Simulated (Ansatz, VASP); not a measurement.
**Be2CdO3 in VASP and in Ansatz**

```
CELL_PARAMETERS angstrom
-0.03735 0.07166 -4.72807
0.00566 5.12214 -0.07867
4.53451 -2.55611 0.07526
ATOMIC_POSITIONS crystal
Be 0.49963 0.14458 0.62704
Be 0.99987 0.48459 0.64279
Be 0.99680 0.84798 0.36298
Be 0.50773 0.50318 0.35875
Cd 0.48562 0.83673 0.01080
Cd 0.00629 0.18575 0.01029
O 0.32930 0.42493 0.58758
O 0.35329 0.84478 0.42929
O 0.46213 0.24922 0.99253
O 0.86920 0.16851 0.56807
O 0.86090 0.57156 0.41440
O 0.94863 0.73818 0.99548
```

Change from the starting cell: cell x1, atoms moved at random (sigma 0.05 Å) and cell strained at random (1.5 %), then relaxed without symmetry.

Alike in both runs: task relaxation of cell and atoms; functional PBE; k mesh 4 × 4 × 4; occupations gaussian, width 0.1 eV; no spin polarisation.

|  | VASP | Ansatz |
| --- | --- | --- |
| version | VASP 6.6.1 | Ansatz 0.2.0 |
| potentials or method | VASP PAW PBE potentials, release 64 (Be, Cd, O), cutoff 600 eV | scalar-relativistic, plane waves, PAW |
| valence electrons in the cell | 68 | 84 |

```csv
,VASP,Ansatz,Ansatz less VASP
"gap on the k mesh at the Fermi level, each at its own relaxed structure (eV)",1.94,1.99,+0.052
relaxed volume (Å³/atom),9.33,9.29,-0.031
relaxed cell length with the largest relative difference (Å),5.242,5.235,-0.0066
```

VASP's potentials hold 68 valence electrons a cell and Ansatz's 84, so a difference there can come from the potentials and not from the codes.
